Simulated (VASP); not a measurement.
# Bi in VASP: single point with PBEsol

Aim: the single point of Bi with PBEsol.

Everything below comes from runs of VASP 6.6.1. Logs are shortened: lines on timing, memory, paths and dates and some standing lists are left out, and cuts for length are marked.

## Step 1: The cell of the first run

The cell holds a slab with vacuum, 4 atoms: a = 3.491 Å, b = 3.491 Å, c = 23.405 Å, α = 90.00°, β = 90.00°, γ = 90.00°.

## Step 2: Single point, PBEsol

INCAR reads:

```
SYSTEM = Bi
  PREC = Accurate
  ENCUT = 520
  EDIFF = 1E-6
  ISMEAR = -1
  SIGMA = 0.05
  LREAL = .False.
  LASPH = .True.
  NELM = 80
  ALGO = Normal
  ISIF = 2
  LWAVE = .False.
  LCHARG = .False.
  GGA = PS
  NBANDS = 38
```

KPOINTS reads:

```
regular mesh
0
Gamma
  11 11 1
  0 0 0
```

POSCAR reads:

```
Bi
1.0
    3.4905818625      0.0000000000      0.0000000000
    0.0000000000      3.4905818625      0.0000000000
    0.0000000000      0.0000000000     23.4046000000
Bi
4
Direct
    0.2500000000      0.2500000000      0.3502293045
    0.7500000000      0.7500000000      0.4459164287
    0.2500000000      0.2500000000      0.5540835696
    0.7500000000      0.7500000000      0.6497706965
```

Potentials or basis: VASP PAW PBE potentials, release 64 (Bi_d).

Started as:

```sh
$ cat potpaw_PBE.64/Bi_d/POTCAR > POTCAR
$ mpirun -np 1 vasp_std > vasp.out
```

OUTCAR:

```text
SYSTEM = Bi
   PREC = Accurate
   ENCUT = 520
   EDIFF = 1E-6
   ISMEAR = -1
   LREAL = .False.
   LASPH = .True.
   NELM = 80
   ISIF = 2
   GGA = PS

 ion  position               nearest neighbor table
   1  0.250  0.250  0.350-   2 3.33   2 3.33   2 3.33   2 3.33
   2  0.750  0.750  0.446-   1 3.33   1 3.33   1 3.33   1 3.33   3 3.54   3 3.54   3 3.54   3 3.54

   3  0.250  0.250  0.554-   4 3.33   4 3.33   4 3.33   4 3.33   2 3.54   2 3.54   2 3.54   2 3.54

   4  0.750  0.750  0.650-   3 3.33   3 3.33   3 3.33   3 3.33

  LATTYP: Found a simple tetragonal cell.
 ALAT       =     3.4905818625
 C/A-ratio  =     6.7050712236

  Lattice vectors:

 A1 = (   3.4905818625,   0.0000000000,   0.0000000000)
 A2 = (   0.0000000000,   3.4905818625,   0.0000000000)
 A3 = (   0.0000000000,   0.0000000000,  23.4046000000)

Analysis of symmetry for initial positions (statically):
=====================================================================
 Subroutine PRICEL returns:
 Original cell was already a primitive cell.

 Routine SETGRP: Setting up the symmetry group for a
 simple tetragonal supercell.

 Subroutine GETGRP returns: Found 16 space group operations
 (whereof  4 operations were pure point group operations)
 out of a pool of 16 trial point group operations.

The static configuration has the point symmetry C_2h.
 The point group associated with its full space group is D_4h.

Analysis of symmetry for dynamics (positions and initial velocities):
=====================================================================
 Subroutine PRICEL returns:
 Original cell was already a primitive cell.

 Routine SETGRP: Setting up the symmetry group for a
 simple tetragonal supercell.

 Subroutine GETGRP returns: Found 16 space group operations
 (whereof  4 operations were pure point group operations)
 out of a pool of 16 trial point group operations.

The dynamic configuration has the point symmetry C_2h.
 The point group associated with its full space group is D_4h.

 Subroutine INISYM returns: Found 16 space group operations
 (whereof  4 operations are pure point group operations),
 and found     1 'primitive' translations

----------------------------------------------------------------------------------------

                                     Primitive cell

  volume of cell :     285.1654

  direct lattice vectors                    reciprocal lattice vectors
     3.490581863  0.000000000  0.000000000     0.286485188  0.000000000  0.000000000
     0.000000000  3.490581863  0.000000000     0.000000000  0.286485188  0.000000000
     0.000000000  0.000000000 23.404600000     0.000000000  0.000000000  0.042726643

  length of vectors
     3.490581863  3.490581863 23.404600000     0.286485188  0.286485188  0.042726643

  position of ions in fractional coordinates (direct lattice)
     0.250000000  0.250000000  0.350229304
     0.750000000  0.750000000  0.445916429
     0.250000000  0.250000000  0.554083570
     0.750000000  0.750000000  0.649770696

  ion indices of the primitive-cell ions
   primitive index   ion index
                 1           1
                 2           2
                 3           3
                 4           4

----------------------------------------------------------------------------------------

 KPOINTS: regular mesh

Automatic generation of k-mesh.
 Grid dimensions read from file:
 generate k-points for:   11   11    1

 Generating k-lattice:

  Cartesian coordinates                     Fractional coordinates (reciprocal lattice)
     0.026044108  0.000000000  0.000000000     0.090909091  0.000000000  0.000000000
     0.000000000  0.026044108  0.000000000     0.000000000  0.090909091  0.000000000
     0.000000000  0.000000000  0.042726643     0.000000000  0.000000000  1.000000000

  Length of vectors
     0.026044108  0.026044108  0.042726643

  Shift w.r.t. Gamma in fractional coordinates (k-lattice)
     0.000000000  0.000000000  0.000000000

 Subroutine IBZKPT returns following result:
 ===========================================

 Found     21 irreducible k-points:

 Following reciprocal coordinates:
            Coordinates               Weight
  0.000000  0.000000  0.000000      1.000000
  0.090909  0.000000  0.000000      4.000000
  0.181818  0.000000  0.000000      4.000000
  0.272727  0.000000  0.000000      4.000000
  0.363636  0.000000  0.000000      4.000000
  0.454545  0.000000  0.000000      4.000000
[... 13 lines left out ...]
  0.454545  0.363636  0.000000      8.000000
  0.454545  0.454545  0.000000      4.000000
   k-points           NKPTS =     21   k-points in BZ     NKDIM =     21   number of bands    NBANDS=     38
   number of dos      NEDOS =    301   number of ions     NIONS =      4
   total plane-waves  NPLWV = 141120
   dimension x,y,z NGX =    28 NGY =   28 NGZ =  180
   dimension x,y,z NGXF=    56 NGYF=   56 NGZF=  360
   ions per type =               4
   NGX,Y,Z   is equivalent  to a cutoff of  13.34, 13.34, 12.79 a.u.
   NGXF,Y,Z  is equivalent  to a cutoff of  26.67, 26.67, 25.57 a.u.
 SYSTEM =  Bi
   PREC   = accura    normal or accurate (medium, high low for compatibility)
   ISTART =      0    job   : 0-new  1-cont  2-samecut
   ICHARG =      2    charge: 1-file 2-atom 10-const
   ISPIN  =      1    spin polarized calculation?
   LNONCOLLINEAR =      F non collinear calculations
   LSORBIT =      F    spin-orbit coupling
   LASPH  =      T    aspherical Exc in radial PAW
   ENCUT  =  520.0 eV  38.22 Ry    6.18 a.u.   6.49  6.49 43.52*2*pi/ulx,y,z
   NELM   =     80;   NELMIN=  2; NELMDL= -5     # of ELM steps
   EDIFF  = 0.1E-05   stopping-criterion for ELM
   LREAL  =      F    real-space projection
   EDIFFG = 0.1E-04   stopping-criterion for IOM
   NSW    =      0    number of steps for IOM
   IBRION =     -1    ionic relax: 0-MD 1-quasi-New 2-CG
   NFREE  =      0    steps in history (QN), initial steepest desc. (CG)
   ISIF   =      2    stress and relaxation
   ISYM   =      2    0-nonsym 1-usesym 2-fastsym
   POTIM  = 0.5000    time-step for ionic-motion
   TEBEG  =    0.0;   TEEND  =   0.0 temperature during run
   PSTRESS=    0.0 pullay stress
   NELECT =      60.0000    total number of electrons
   NUPDOWN=      -1.0000    fix difference up-down
   EMIN   =  10.00;   EMAX   =-10.00  energy-range for DOS
   EFERMI =   0.00;   METHOD = LEGACY
   ISMEAR =    -1;   SIGMA  =   0.05  broadening in eV -4-tet -1-fermi 0-gaus
   EFERMI_NEDOS =   21; number of points for ismear=-14 and -15
   IALGO  =     38    algorithm
   IMIX   =      4    mixing-type and parameters
     AMIX     =   0.40;   BMIX     =  1.00
     AMIX_MAG =   1.60;   BMIX_MAG =  1.00
  volume/ion in A,a.u.               =      71.29       481.10
  Fermi-wavevector in a.u.,A,eV,Ry     =   0.973703  1.840031 12.899637  0.948097
  Thomas-Fermi vector in A             =   2.104103
   LORBIT       =      0    0 simple, 1 ext, 2 COOP (PROOUT), +10 PAW based schemes
   GGA     = PS    functional components
   LHFCALC =     F    Hartree Fock is set to
   AEXX    =    0.0000 exact exchange contribution
   IVDW    =     0    specifies the selected vdW correction
   LEPSILON=     F    determine dielectric tensor
   LRPA    =     F    only Hartree local field effects (RPA)
 non-spin polarized calculation
  energy-cutoff  :      520.00
  volume of cell :      285.17
 maximum number of plane-waves:      7759
 NGX is ok and might be reduce to    28
   NGX = 13   NGY = 13   NGZ = 87

 number of electron      60.0000010 magnetization

 Free energy of the ion-electron system (eV)
  ---------------------------------------------------
  ext. energy  EPLUGINS =         0.00000000
  ---------------------------------------------------
  free energy    TOTEN  =       -16.01451684 eV

  energy without entropy =      -15.99018615  energy(sigma->0) =      -16.00235149

 E-fermi :   1.1120     XC(G=0):  -5.0594

 val. band max:        1.1099233113   @ k =   0.1818   0.0909   0.0000
 cond. band min:       1.1265569257   @ k =   0.3636   0.1818   0.0000
 fundamental gap:      0.0166336144
 Fermi energy:         1.1120437292

 k-point     1 :       0.0000    0.0000    0.0000
  band No.  band energies     occupation
      1     -22.0535      2.00000
      2     -22.0178      2.00000
      3     -21.9720      2.00000
      4     -21.9399      2.00000
      5     -21.9399      2.00000
      6     -21.9290      2.00000
[... 30 lines left out ...]
     37       5.7866      0.00000
     38       5.8606      0.00000

 k-point     2 :       0.0909    0.0000    0.0000
  band No.  band energies     occupation
      1     -22.0443      2.00000
      2     -22.0102      2.00000
      3     -21.9672      2.00000
      4     -21.9414      2.00000
      5     -21.9384      2.00000
      6     -21.9266      2.00000
[... 30 lines left out ...]
     37       5.3670      0.00000
     38       5.9864      0.00000

 k-point     3 :       0.1818    0.0000    0.0000
  band No.  band energies     occupation
      1     -22.0228      2.00000
      2     -21.9930      2.00000
      3     -21.9555      2.00000
      4     -21.9401      2.00000
      5     -21.9348      2.00000
      6     -21.9211      2.00000
[... 30 lines left out ...]
     37       5.4890      0.00000
     38       6.0562      0.00000

 k-point     4 :       0.2727    0.0000    0.0000
  band No.  band energies     occupation
      1     -22.0018      2.00000
      2     -21.9780      2.00000
      3     -21.9552      2.00000
      4     -21.9329      2.00000
      5     -21.9267      2.00000
      6     -21.9221      2.00000
[... 30 lines left out ...]
     37       5.7880      0.00000
     38       5.9721      0.00000
[... 580 lines left out ...]
      4     -21.9666      2.00000
      5     -21.9115      2.00000
      6     -21.9002      2.00000
[... 30 lines left out ...]
     37       5.8193      0.00000
     38       6.2973      0.00000

 k-point    20 :       0.4545    0.3636    0.0000
  band No.  band energies     occupation
      1     -22.0094      2.00000
      2     -22.0035      2.00000
      3     -21.9791      2.00000
      4     -21.9760      2.00000
      5     -21.9115      2.00000
      6     -21.9072      2.00000
[... 30 lines left out ...]
     37       5.7352      0.00000
     38       6.2852      0.00000

 k-point    21 :       0.4545    0.4545    0.0000
  band No.  band energies     occupation
      1     -22.0172      2.00000
      2     -22.0151      2.00000
      3     -21.9837      2.00000
      4     -21.9825      2.00000
      5     -21.9154      2.00000
      6     -21.9136      2.00000
[... 30 lines left out ...]
     37       5.5932      0.00000
     38       5.9056      0.00000

------------------------ aborting loop because EDIFF is reached ----------------------------------------

  FORCE on cell =-STRESS in cart. coord.  units (eV):
  Direction    XX          YY          ZZ          XY          YZ          ZX
  --------------------------------------------------------------------------------------
  -------------------------------------------------------------------------------------
  Total        0.0480126      0.0480126     -0.0338109      0.0000000     -0.0000000      0.0000000
  in kB        0.2697545      0.2697545     -0.1899638      0.0000000     -0.0000000      0.0000000
  external PRESSURE =       0.1165151 kB  Pullay stress =       0.0000000 kB

 VOLUME and BASIS-vectors are now :
 -----------------------------------------------------------------------------
  energy-cutoff  :      520.00
  volume of cell :      285.17
      direct lattice vectors                 reciprocal lattice vectors
     3.490581863  0.000000000  0.000000000     0.286485188  0.000000000  0.000000000
     0.000000000  3.490581863  0.000000000     0.000000000  0.286485188  0.000000000
     0.000000000  0.000000000 23.404600000     0.000000000  0.000000000  0.042726643

 POSITION                                       TOTAL-FORCE (eV/Angst)
 -----------------------------------------------------------------------------------
      0.87265      0.87265      8.19698         0.000000     -0.000000     -0.008396
      2.61794      2.61794     10.43650        -0.000000     -0.000000      0.008599
      0.87265      0.87265     12.96810        -0.000000     -0.000000     -0.008599
      2.61794      2.61794     15.20762         0.000000      0.000000      0.008396
 -----------------------------------------------------------------------------------
    total drift:                                0.000000     -0.000000      0.000075

  FREE ENERGIE OF THE ION-ELECTRON SYSTEM (eV)
  ---------------------------------------------------
  free  energy   TOTEN  =       -16.0145168384 eV

  energy  without entropy=      -15.9901861462  energy(sigma->0) =      -16.00235149
```

It took 11 min on 1 thread of Intel Xeon 6975P-C, shared host; peak memory 0.45 GiB.

What came out:

```yaml
Free_energy: -16.0145 eV
Largest_force: 0.009 eV/Å
Band_gap_on_the_k_mesh: zero (band 30 reaches 2.57 eV, above the bottom of band 31 at 0.06 eV)
```

Forces on the atoms (eV/Å):
```
Bi   0.000  0.000 -0.008
Bi   0.000  0.000  0.009
Bi   0.000  0.000 -0.009
Bi   0.000  0.000  0.008
```

Levels at points of the mesh, in eV from the Fermi level:
```tsv
k point	band 25	band 26	band 27	band 28	band 29	band 30	band 31	band 32	band 33	band 34
(0.00, 0.00, 0.00)	-3.74	-1.74	0.45	0.45	0.57	1.36	1.36	2.84	3.47	3.47
```

Caveat: the PAW data sets were made with another functional, which shifts forces and pressure a little; spin-orbit coupling is left out, which moves the levels of the heavy elements.
